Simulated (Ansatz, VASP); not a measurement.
W: VASP beside Ansatz

File INCAR:

```
PREC = Accurate ; ENCUT = 500
EDIFF = 1E-6 ; ISMEAR = 0
SIGMA = 0.15 ; LREAL = F
LASPH = T ; NELM = 120
ALGO = Normal ; ISIF = 2
LWAVE = F ; LCHARG = F
GGA = PS ; NBANDS = 13
GGA_COMPAT = F
```

KPOINTS

```
regular mesh
0
Gamma
  20 20 20
```

Contents of POSCAR:

```
W
1.0
   -0.2998690383      1.9991269217      1.9991269217
    1.6992578834      0.0000000000      1.6992578834
    1.9991269217      1.9991269217     -0.2998690383
W
1
Direct
    0.0000000000      0.0000000000      0.0000000000
```

Input for Ansatz:

```yaml
crystal:
  lattice:
    - [-0.2998690383, 1.9991269217, 1.9991269217]
    - [1.6992578834, 0.0, 1.6992578834]
    - [1.9991269217, 1.9991269217, -0.2998690383]
  atoms:
    - { symbol: W, position: [0.0, 0.0, 0.0] }
basis:
  ecutwfc: 420
kpoints:
  mp_grid: { grid: [20, 20, 20] }
hamiltonian:
  xc: pbesol
  pseudopotentials: { kind: paw, azcp: { folder: soft_1 } }
scf:
  occupations: { method: gaussian, width: 0.15 }
output:
  forces: true
  stress: true
  eigenvalues: true
```

Change from the starting cell: engineering shear strain xz -0.3000, normal strain along z +0.0000.

Alike in both runs: task single point; functional PBEsol; k mesh 20 × 20 × 20; occupations gaussian, width 0.15 eV; no spin polarisation.

```csv
,VASP,Ansatz
version,VASP 6.6.1,Ansatz 0.2.0
potentials or method,"VASP PAW PBE potentials, release 64 (W_sv), cutoff 500 eV","scalar-relativistic, plane waves, PAW"
valence electrons in the cell,14,14
```

```tsv
	VASP	Ansatz	Ansatz less VASP
gap on the k mesh at the Fermi level (eV)	none	none	-
pressure (GPa)	24.2	22.9	-1.23
traceless stress, the component that is largest in VASP (GPa)	44.66	43.38	-1.285
```

VASP's potentials were made for PBE, not for PBEsol, and Ansatz warns of the same on its side. A gap of «none» marks a metal or a gap that the smearing closes.

Spin-orbit coupling is off throughout.
